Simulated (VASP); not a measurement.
Wanted: the native input for a VASP 6.6.1 run.

```yaml
Task: relaxation of cell and atoms
Functional: revPBE
Dispersion: D4
Potentials_or_basis: VASP PAW PBE potentials, release 64 (Zn, O)
Cutoff: 600 eV
k_mesh: 7 × 7 × 4
Occupations: fermi-dirac, width 0.05 eV
Spin: no spin polarisation
Dipole_correction: no
Further_INCAR_settings: ALGO = Normal; EDIFF = 1e-07; IBRION = 2; EDIFFG = -0.01; NSW = 60; ISIF = 3
```

The structure of ZnO (zincite) lies in POSCAR:

```
ZnO
1.0
    3.2493080000      0.0000000000      0.0000000000
   -1.6246540000      2.8139832727      0.0000000000
    0.0000000000      0.0000000000      5.2057090000
Zn O
2 2
Direct
    0.6666666667      0.3333333333      0.0000000000
    0.3333333333      0.6666666667      0.5000000000
    0.3333333333      0.6666666667      0.8790100000
    0.6666666667      0.3333333333      0.3790100000
```

The input as run:

INCAR

```
PREC = Accurate
ENCUT = 600
EDIFF = 1E-7
ISMEAR = -1
SIGMA = 0.05
LREAL = F
LASPH = T
NELM = 80
ALGO = Normal
ISIF = 3
LWAVE = F
LCHARG = F
GGA = RE
IVDW = 13
IBRION = 2
NSW = 60
EDIFFG = -0.01
```

KPOINTS

```
regular mesh
0
Gamma
  7 7 4
```

Potentials or basis: VASP PAW PBE potentials, release 64 (Zn, O).

Command:

```bash
$ cat potpaw_PBE.64/Zn/POTCAR potpaw_PBE.64/O/POTCAR > POTCAR
$ mpirun -np 1 vasp_std > vasp.out
```

Results of the run:

| Item | Value |
| --- | --- |
| Relaxed volume | 12.07 Å³/atom |
| Relaxed cell | a = 3.256 Å, b = 3.256 Å, c = 5.259 Å, α = 90.00°, β = 90.00°, γ = 120.00° |
| Space group after relaxing (to 0.05 Å) | P6_3mc (No. 186) |
| Energy gained by relaxing | 1.4 meV/atom |
| Ionic steps | 8 |
| Pressure after relaxing | 0.0 GPa |
| Band gap on the k mesh | 0.82 eV, direct |
| Dispersion energy per atom | -0.455 eV |

Caveat: the PAW data sets were made with another functional, which shifts forces and pressure a little.

Wall time 2.4 min on 1 thread of AMD EPYC 7R43 64-Core Processor (Zen 3) (shared host), peak memory 0.16 GiB.
